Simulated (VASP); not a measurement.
Write the native input for VASP 6.6.1 that does the following.

```yaml
Task: single point
Functional: PBEsol
Potentials_or_basis: VASP PAW PBE potentials, release 64 (Ca_sv, Sn_d, Cl)
Cutoff: 520 eV
k_mesh: 4 × 4 × 4
Occupations: fermi-dirac, width 0.03 eV
Spin: no spin polarisation
Dipole_correction: no
Further_INCAR_settings: ALGO = Normal; EDIFF = 1e-06; NBANDS = 43
```

The structure of CaSnCl6 lies in POSCAR:

```
CaSnCl6
1.0
    0.0000000000      5.1385021977      5.1385021977
    5.1385021977      0.0000000000      5.1385021977
    5.1385021977      5.1385021977      0.0000000000
Ca Sn Cl
1 1 6
Direct
    0.5000000000      0.5000000000      0.5000000000
    0.0000000000      0.0000000000      0.0000000000
    0.7628369190      0.2371630810      0.2371630810
    0.2371630810      0.7628369190      0.7628369190
    0.2371630810      0.7628369190      0.2371630810
    0.7628369190      0.2371630810      0.7628369190
    0.2371630810      0.2371630810      0.7628369190
    0.7628369190      0.7628369190      0.2371630810
```

One way to write it, as run:

INCAR

```
SYSTEM = CaSnCl6
PREC = Accurate
ENCUT = 520
EDIFF = 1E-6
ISMEAR = -1
SIGMA = 0.03
LREAL = .False.
LASPH = .True.
NELM = 100
ALGO = Normal
ISIF = 2
LWAVE = .False.
LCHARG = .False.
GGA = PS
NBANDS = 43
```

KPOINTS

```
regular mesh
0
Gamma
  4 4 4
  0 0 0
```

Potentials or basis: VASP PAW PBE potentials, release 64 (Ca_sv, Sn_d, Cl).

Launch:

```sh
$ cat potpaw_PBE.64/Ca_sv/POTCAR potpaw_PBE.64/Sn_d/POTCAR potpaw_PBE.64/Cl/POTCAR > POTCAR
$ mpirun -np 1 vasp_std > vasp.out
```

It gave:

The pressure is 0.0 GPa. The largest force is 0.019 eV/Å. The band gap on the k mesh is 1.80 eV, direct.

Caveat: the PAW data sets were made with another functional, which shifts forces and pressure a little; spin-orbit coupling is left out, which moves the levels of the heavy elements.

It took 64 s on 1 thread of AMD EPYC 9R45 96-Core Processor (Zen 5), on a shared host, peak memory 0.41 GiB.
